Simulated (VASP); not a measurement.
# TaN in VASP: notebook

Runs on TaN. Level: LDA. Tasks: single point.

Program: VASP 6.6.1. These are calculated values, not measurements. Logs are shortened: lines on timing, memory, paths and dates and some standing lists are left out, and cuts for length are marked.

## (1) The cell of the first run

The structure is tetragonal, space group I4mm (No. 107). The conventional cell has a = 3.074 Å, b = 3.074 Å, c = 4.348 Å, α = 90.00°, β = 90.00°, γ = 90.00°. Ta (site symmetry 4mm) has 6 N at 2.04 to 2.31 Å within 2.7 Å. Within 2.7 Å of N (site symmetry 4mm) lie 6 Ta at 2.04 to 2.31 Å.

## (2) Single point, LDA (mode 4 frozen in at -0.122 Å and mode 6 at +0.000 Å (largest displacements))

The input, INCAR:

```
PREC = Accurate ; ENCUT = 600
EDIFF = 1E-6 ; ISMEAR = 0
SIGMA = 0.15 ; LREAL = F
LASPH = T ; NELM = 120
ALGO = Normal ; ISIF = 2
LWAVE = F ; LCHARG = F
GGA = CA ; NBANDS = 16
GGA_COMPAT = F
```

The input, KPOINTS:

```
Automatic mesh
0
Gamma
  18 18 18
```

The input, POSCAR:

```
TaN
1.0
    0.0000000000      2.1738356505      2.1738356505
    2.1738356505      0.0000000000      2.1738356505
    2.1738356505      2.1738356505      0.0000000000
Ta N
1 1
Direct
    0.4978278253      0.5021721747      0.5021721747
    0.0280609990     -0.0280609990     -0.0280609990
```

Potentials or basis: VASP PAW LDA potentials, release 64 (Ta_sv_GW, N).

Command:

```
$ cat potpaw_LDA.64/Ta_sv_GW/POTCAR potpaw_LDA.64/N/POTCAR > POTCAR
$ mpirun -np 1 vasp_std > vasp.out
```

OUTCAR:

```text
PREC = Accurate
   ENCUT = 600
   EDIFF = 1E-6
   ISMEAR = 0
   LREAL = F
   LASPH = T
   NELM = 120
   ISIF = 2
   GGA = CA

 ion  position               nearest neighbor table
   1  0.498  0.502  0.502-   2 2.04   2 2.18   2 2.18   2 2.18   2 2.18   2 2.31
   2  0.028  0.972  0.972-   1 2.04   1 2.18   1 2.18   1 2.18   1 2.18   1 2.31

  LATTYP: Found a face centered cubic cell.
 ALAT       =     4.3476713010

  Lattice vectors:

 A1 = (   0.0000000000,   2.1738356505,   2.1738356505)
 A2 = (   2.1738356505,   0.0000000000,   2.1738356505)
 A3 = (   2.1738356505,   2.1738356505,   0.0000000000)

Analysis of symmetry for initial positions (statically):
=====================================================================
 Subroutine PRICEL returns:
 Original cell was already a primitive cell.

 Routine SETGRP: Setting up the symmetry group for a
 face centered cubic supercell.

 Subroutine GETGRP returns: Found  8 space group operations
 (whereof  8 operations were pure point group operations)
 out of a pool of 48 trial point group operations.

The static configuration has the point symmetry C_4v.

Analysis of symmetry for dynamics (positions and initial velocities):
=====================================================================
 Subroutine PRICEL returns:
 Original cell was already a primitive cell.

 Routine SETGRP: Setting up the symmetry group for a
 face centered cubic supercell.

 Subroutine GETGRP returns: Found  8 space group operations
 (whereof  8 operations were pure point group operations)
 out of a pool of 48 trial point group operations.

The dynamic configuration has the point symmetry C_4v.

 Subroutine INISYM returns: Found  8 space group operations
 (whereof  8 operations are pure point group operations),
 and found     1 'primitive' translations

----------------------------------------------------------------------------------------

                                     Primitive cell

  volume of cell :      20.5452

  direct lattice vectors                    reciprocal lattice vectors
     0.000000000  2.173835651  2.173835651    -0.230008188  0.230008188  0.230008188
     2.173835651  0.000000000  2.173835651     0.230008188 -0.230008188  0.230008188
     2.173835651  2.173835651  0.000000000     0.230008188  0.230008188 -0.230008188

  length of vectors
     3.074267859  3.074267859  3.074267859     0.398385869  0.398385869  0.398385869

  position of ions in fractional coordinates (direct lattice)
     0.497827825  0.502172175  0.502172175
     0.028060999  0.971939001  0.971939001

  ion indices of the primitive-cell ions
   primitive index   ion index
                 1           1
                 2           2

----------------------------------------------------------------------------------------

 KPOINTS: Automatic mesh

Automatic generation of k-mesh.
 Grid dimensions read from file:
 generate k-points for:   18   18   18

 Generating k-lattice:

  Cartesian coordinates                     Fractional coordinates (reciprocal lattice)
    -0.012778233  0.012778233  0.012778233     0.055555556  0.000000000  0.000000000
     0.012778233 -0.012778233  0.012778233     0.000000000  0.055555556  0.000000000
     0.012778233  0.012778233 -0.012778233     0.000000000  0.000000000  0.055555556

  Length of vectors
     0.022132548  0.022132548  0.022132548

  Shift w.r.t. Gamma in fractional coordinates (k-lattice)
     0.000000000  0.000000000  0.000000000

 Subroutine IBZKPT returns following result:
 ===========================================

 Found    480 irreducible k-points:

 Following reciprocal coordinates:
            Coordinates               Weight
  0.000000  0.000000  0.000000      1.000000
  0.055556  0.000000  0.000000      8.000000
  0.111111  0.000000  0.000000      8.000000
  0.166667  0.000000  0.000000      8.000000
  0.222222  0.000000  0.000000      8.000000
  0.277778  0.000000  0.000000      8.000000
[... 16 lines left out ...]
  0.388889  0.055556  0.000000     16.000000
  0.000000  0.388889  0.055556      8.000000
 [... further k-points ...]
   k-points           NKPTS =    480   k-points in BZ     NKDIM =    480   number of bands    NBANDS=     16
   number of dos      NEDOS =    301   number of ions     NIONS =      2
   total plane-waves  NPLWV =  21952
   dimension x,y,z NGX =    28 NGY =   28 NGZ =   28
   dimension x,y,z NGXF=    56 NGYF=   56 NGZF=   56
   ions per type =               1   1
   NGX,Y,Z   is equivalent  to a cutoff of  15.14, 15.14, 15.14 a.u.
   NGXF,Y,Z  is equivalent  to a cutoff of  30.28, 30.28, 30.28 a.u.
 SYSTEM =  unknown system
   PREC   = accura    normal or accurate (medium, high low for compatibility)
   ISTART =      0    job   : 0-new  1-cont  2-samecut
   ICHARG =      2    charge: 1-file 2-atom 10-const
   ISPIN  =      1    spin polarized calculation?
   LNONCOLLINEAR =      F non collinear calculations
   LSORBIT =      F    spin-orbit coupling
   LASPH  =      T    aspherical Exc in radial PAW
   ENCUT  =  600.0 eV  44.10 Ry    6.64 a.u.   6.14  6.14  6.14*2*pi/ulx,y,z
   NELM   =    120;   NELMIN=  2; NELMDL= -5     # of ELM steps
   EDIFF  = 0.1E-05   stopping-criterion for ELM
   LREAL  =      F    real-space projection
   EDIFFG = 0.1E-04   stopping-criterion for IOM
   NSW    =      0    number of steps for IOM
   IBRION =     -1    ionic relax: 0-MD 1-quasi-New 2-CG
   NFREE  =      0    steps in history (QN), initial steepest desc. (CG)
   ISIF   =      2    stress and relaxation
   ISYM   =      2    0-nonsym 1-usesym 2-fastsym
   POTIM  = 0.5000    time-step for ionic-motion
   TEBEG  =    0.0;   TEEND  =   0.0 temperature during run
   PSTRESS=    0.0 pullay stress
   NELECT =      18.0000    total number of electrons
   NUPDOWN=      -1.0000    fix difference up-down
   EMIN   =  10.00;   EMAX   =-10.00  energy-range for DOS
   EFERMI =   0.00;   METHOD = LEGACY
   ISMEAR =     0;   SIGMA  =   0.15  broadening in eV -4-tet -1-fermi 0-gaus
   EFERMI_NEDOS =   21; number of points for ismear=-14 and -15
   IALGO  =     38    algorithm
   IMIX   =      4    mixing-type and parameters
     AMIX     =   0.40;   BMIX     =  1.00
     AMIX_MAG =   1.60;   BMIX_MAG =  1.00
  volume/ion in A,a.u.               =      10.27        69.32
  Fermi-wavevector in a.u.,A,eV,Ry     =   1.566495  2.960246 33.387418  2.453906
  Thomas-Fermi vector in A             =   2.668814
   LORBIT       =      0    0 simple, 1 ext, 2 COOP (PROOUT), +10 PAW based schemes
   GGA     = CA    functional components
   LHFCALC =     F    Hartree Fock is set to
   AEXX    =    0.0000 exact exchange contribution
   IVDW    =     0    specifies the selected vdW correction
   LEPSILON=     F    determine dielectric tensor
   LRPA    =     F    only Hartree local field effects (RPA)
 non-spin polarized calculation
 Gauss-broadening in eV      SIGMA  =   0.15
  energy-cutoff  :      600.00
  volume of cell :       20.55
 maximum number of plane-waves:       701
 NGX is ok and might be reduce to    28
   NGX = 13   NGY = 13   NGZ = 13

 number of electron      18.0000000 magnetization

 Free energy of the ion-electron system (eV)
  ---------------------------------------------------
  ext. energy  EPLUGINS =         0.00000000
  ---------------------------------------------------
  free energy    TOTEN  =       -26.59207642 eV

  energy without entropy =      -26.58362153  energy(sigma->0) =      -26.58784897

 E-fermi :  13.9887     XC(G=0): -14.2548

 val. band max:       13.9854900484   @ k =   0.2222   0.1667   0.0000
 cond. band min:      13.9918815197   @ k =  -0.1111   0.1667   0.0556
 fundamental gap:      0.0063914713
 Fermi energy:        13.9886926562

 k-point     1 :       0.0000    0.0000    0.0000
  band No.  band energies     occupation
      1     -55.0079      2.00000
      2     -21.4456      2.00000
      3     -21.4226      2.00000
      4     -21.4226      2.00000
      5      -4.8424      2.00000
      6       9.6971      2.00000
[... 8 lines left out ...]
     15      23.2318      0.00000
     16      38.4624      0.00000

 k-point     2 :       0.0556    0.0000    0.0000
  band No.  band energies     occupation
      1     -55.0057      2.00000
      2     -21.4682      2.00000
      3     -21.4357      2.00000
      4     -21.4256      2.00000
      5      -4.7610      2.00000
      6       9.1899      2.00000
[... 8 lines left out ...]
     15      23.4734      0.00000
     16      37.3511      0.00000

 k-point     3 :       0.1111    0.0000    0.0000
  band No.  band energies     occupation
      1     -54.9997      2.00000
      2     -21.5583      2.00000
      3     -21.4473      2.00000
      4     -21.4340      2.00000
      5      -4.5240      2.00000
      6       8.4037      2.00000
[... 8 lines left out ...]
     15      24.1576      0.00000
     16      35.3840      0.00000

 k-point     4 :       0.1667    0.0000    0.0000
  band No.  band energies     occupation
      1     -54.9904      2.00000
      2     -21.6977      2.00000
      3     -21.4606      2.00000
      4     -21.4469      2.00000
      5      -4.1525      2.00000
      6       7.5061      2.00000
[... 8 lines left out ...]
     15      25.1530      0.00000
     16      33.4443      0.00000
[... 324 lines left out ...]
 k-point    22 :       0.0000    0.3333    0.0556
  band No.  band energies     occupation
      1     -54.9583      2.00000
      2     -22.1430      2.00000
      3     -21.5115      2.00000
      4     -21.5044      2.00000
      5      -2.7635      2.00000
      6       5.0643      2.00000
[... 8 lines left out ...]
     15      26.5260      0.00000
     16      29.4415      0.00000

 k-point    23 :       0.3889    0.0556    0.0000
  band No.  band energies     occupation
      1     -54.9485      2.00000
      2     -22.2741      2.00000
      3     -21.5341      2.00000
      4     -21.5125      2.00000
      5      -2.2660      2.00000
      6       4.3624      2.00000
[... 8 lines left out ...]
     15      26.0274      0.00000
     16      28.1344      0.00000

 k-point    24 :       0.0000    0.3889    0.0556
  band No.  band energies     occupation
      1     -54.9484      2.00000
      2     -22.2766      2.00000
      3     -21.5228      2.00000
      4     -21.5221      2.00000
      5      -2.2601      2.00000
      6       4.3604      2.00000
[... 8 lines left out ...]
     15      26.1001      0.00000
     16      28.0780      0.00000

 [... further k-points ...]

------------------------ aborting loop because EDIFF is reached ----------------------------------------

  FORCE on cell =-STRESS in cart. coord.  units (eV):
  Direction    XX          YY          ZZ          XY          YZ          ZX
  --------------------------------------------------------------------------------------
  -------------------------------------------------------------------------------------
  Total        1.4105198      0.1858401      0.1858401      0.0000000      0.0000000      0.0000000
  in kB      109.9967020     14.4923880     14.4923880      0.0000000      0.0000000      0.0000000
  external PRESSURE =      46.3271593 kB  Pullay stress =       0.0000000 kB

 VOLUME and BASIS-vectors are now :
 -----------------------------------------------------------------------------
  energy-cutoff  :      600.00
  volume of cell :       20.55
      direct lattice vectors                 reciprocal lattice vectors
     0.000000000  2.173835651  2.173835651    -0.230008188  0.230008188  0.230008188
     2.173835651  0.000000000  2.173835651     0.230008188 -0.230008188  0.230008188
     2.173835651  2.173835651  0.000000000     0.230008188  0.230008188 -0.230008188

 POSITION                                       TOTAL-FORCE (eV/Angst)
 -----------------------------------------------------------------------------------
      2.18328      2.17384      2.17384        -1.326043      0.000000      0.000000
      4.22567      2.17384      2.17384         1.326043      0.000000      0.000000
 -----------------------------------------------------------------------------------
    total drift:                               -0.000063     -0.000000     -0.000000

  FREE ENERGIE OF THE ION-ELECTRON SYSTEM (eV)
  ---------------------------------------------------
  free  energy   TOTEN  =       -26.5920764216 eV

  energy  without entropy=      -26.5836215261  energy(sigma->0) =      -26.58784897
```

Wall time 2.3 min (1 thread of Intel Xeon 6975P-C (Granite Rapids), shared host); peak memory 0.33 GiB.

What came out:

```yaml
Free_energy: -26.5921 eV
Pressure: 4.6 GPa
Largest_force: 1.326 eV/Å
Band_gap_on_the_k_mesh: zero (band 9 reaches 15.92 eV, above the bottom of band 10 at 12.16 eV)
```

Forces on the atoms (eV/Å):
```
Ta  -1.326  0.000  0.000
N    1.326  0.000  0.000
```

Stress tensor (GPa, compression positive):
```
11.00  0.00  0.00
 0.00  1.45  0.00
 0.00  0.00  1.45
```

Caveat: the cell differs from its parent crystal (mode 4 frozen in at -0.122 Å and mode 6 at +0.000 Å (largest displacements)); spin-orbit coupling is left out, which moves the levels of the heavy elements; forces of over 1 eV/Å act on the atoms, so gaps and moduli don't describe the material at rest.

## (3) Single point, LDA (mode 4 frozen in at -0.183 Å and mode 6 at +0.000 Å (largest displacements))

The input, INCAR:

```
SYSTEM = TaN
PREC = Accurate
ENCUT = 600
EDIFF = 1E-6
ISMEAR = 0
SIGMA = 0.15
LREAL = .FALSE.
LASPH = .TRUE.
NELM = 120
ALGO = Normal
ISIF = 2
LWAVE = .FALSE.
LCHARG = .TRUE.
GGA = CA
LELF = .TRUE.
LVHAR = .TRUE.
NBANDS = 16
GGA_COMPAT = .FALSE.
```

The input, KPOINTS:

```
regular mesh
0
G
  18 18 18
  0 0 0
```

The input, POSCAR:

```
TaN
1.0
    0.0000000000      2.1738356505      2.1738356505
    2.1738356505      0.0000000000      2.1738356505
    2.1738356505      2.1738356505      0.0000000000
Ta N
1 1
Direct
    0.4967417379      0.5032582621      0.5032582621
    0.0420914985     -0.0420914985     -0.0420914985
```

Potentials or basis: VASP PAW LDA potentials, release 64 (Ta_sv_GW, N).

Command:

```
$ cat potpaw_LDA.64/Ta_sv_GW/POTCAR potpaw_LDA.64/N/POTCAR > POTCAR
$ mpirun -np 1 vasp_std > vasp.out
```

Wall time 2.5 min (1 thread of Intel Xeon Platinum 8488C (Sapphire Rapids), shared host); peak memory 0.33 GiB.

Results (log left out):

* Free energy: -26.4748 eV
* Pressure: 8.8 GPa
* Largest force: 2.296 eV/Å
* Band gap on the k mesh: zero (band 9 reaches 15.78 eV, above the bottom of band 10 at 12.38 eV)

Forces on the atoms (eV/Å):
```
Ta  -2.296  0.000  0.000
N    2.296  0.000  0.000
```

Stress tensor (GPa, compression positive):
```
23.65  0.00  0.00
 0.00  1.43  0.00
 0.00  0.00  1.43
```

Levels at points of the mesh, in eV from the Fermi level:
| k point | band 6 | band 7 | band 8 | band 9 | band 10 | band 11 | band 12 | band 13 |
| --- | --- | --- | --- | --- | --- | --- | --- | --- |
| (0.00, 0.00, 0.00) | -4.64 | -4.64 | -4.55 | -2.08 | -1.15 | -1.15 | 0.16 | 1.24 |
| (0.50, 0.00, 0.00) | -10.46 | -7.71 | -7.63 | 1.85 | 2.11 | 2.18 | 3.96 | 7.24 |
| (0.50, 0.50, 0.00) | -6.74 | -6.54 | -4.72 | -3.27 | 2.61 | 3.83 | 3.87 | 4.80 |
| (0.00, 0.50, 0.50) | -6.38 | -5.59 | -4.58 | -4.58 | 2.36 | 3.82 | 3.82 | 4.27 |

Caveat: the cell differs from its parent crystal (mode 4 frozen in at -0.183 Å and mode 6 at +0.000 Å (largest displacements)); spin-orbit coupling is left out, which moves the levels of the heavy elements; forces of over 1 eV/Å act on the atoms, so gaps and moduli don't describe the material at rest.

## (4) Single point, LDA (mode 4 frozen in at -0.183 Å and mode 6 at -0.061 Å (largest displacements))

The input, INCAR:

```
PREC = Accurate
ENCUT = 520
EDIFF = 1E-7
ISMEAR = 0
SIGMA = 0.15
LREAL = F
LASPH = T
NELM = 80
ALGO = Normal
ISIF = 2
LWAVE = F
LCHARG = F
GGA = CA
NBANDS = 15
```

The input, KPOINTS:

```
regular mesh
0
Gamma
  18 18 18
```

The input, POSCAR:

```
TaN
1.0
    0.0000000000      2.1738356505      2.1738356505
    2.1738356505      0.0000000000      2.1738356505
    2.1738356505      2.1738356505      0.0000000000
Ta N
1 1
Direct
    0.4978278253      0.5043443495      0.5021721747
    0.0280609990     -0.0561219980     -0.0280609990
```

Potentials or basis: VASP PAW LDA potentials, release 64 (Ta_pv, N).

Command:

```
$ cat potpaw_LDA.64/Ta_pv/POTCAR potpaw_LDA.64/N/POTCAR > POTCAR
$ mpirun -np 1 vasp_std > vasp.out
```

It took 2.2 min on 1 thread of Intel Xeon 6975P-C (Granite Rapids), shared host; peak memory 0.55 GiB.

It converged, with:

```
Free energy            : -23.9333 eV
Pressure               : 10.5 GPa
Largest force          : 2.385 eV/Å
Band gap on the k mesh : zero (band 8 reaches 11.55 eV, above the bottom of band 9 at 8.18 eV)
```

Forces in eV/Å, atoms in the order of the input:
```
Ta  -2.294  0.000 -0.653
N    2.294  0.000  0.653
```

Stress tensor (GPa, compression positive):
```
24.42  0.00 -1.90
 0.00  2.21  0.00
-1.90  0.00  4.78
```

Levels at points of the mesh, in eV from the Fermi level:
| k point | band 4 | band 5 | band 6 | band 7 | band 8 | band 9 | band 10 | band 11 | band 12 | band 13 |
| --- | --- | --- | --- | --- | --- | --- | --- | --- | --- | --- |
| (0.00, 0.00, 0.00) | -18.78 | -4.75 | -4.68 | -4.54 | -2.09 | -1.13 | -1.05 | 0.32 | 1.29 | 2.02 |
| (0.50, 0.00, 0.00) | -15.53 | -10.47 | -7.66 | -7.51 | 1.80 | 1.96 | 2.26 | 3.80 | 7.19 | 8.34 |
| (0.00, 0.50, 0.00) | -15.59 | -10.42 | -7.75 | -7.67 | 1.86 | 2.07 | 2.34 | 4.13 | 7.42 | 8.46 |
| (0.50, 0.50, 0.00) | -17.47 | -6.73 | -6.52 | -4.72 | -3.27 | 2.62 | 3.83 | 3.87 | 4.78 | 7.05 |
| (0.00, 0.50, 0.50) | -17.45 | -6.38 | -5.82 | -4.59 | -4.33 | 2.40 | 3.82 | 3.83 | 4.29 | 6.44 |
| (0.50, 0.00, 0.50) | -17.47 | -6.80 | -6.54 | -4.76 | -3.15 | 2.65 | 3.84 | 3.87 | 4.78 | 7.30 |

Caveat: the cell differs from its parent crystal (mode 4 frozen in at -0.183 Å and mode 6 at -0.061 Å (largest displacements)); spin-orbit coupling is left out, which moves the levels of the heavy elements; forces of over 1 eV/Å act on the atoms, so gaps and moduli don't describe the material at rest.
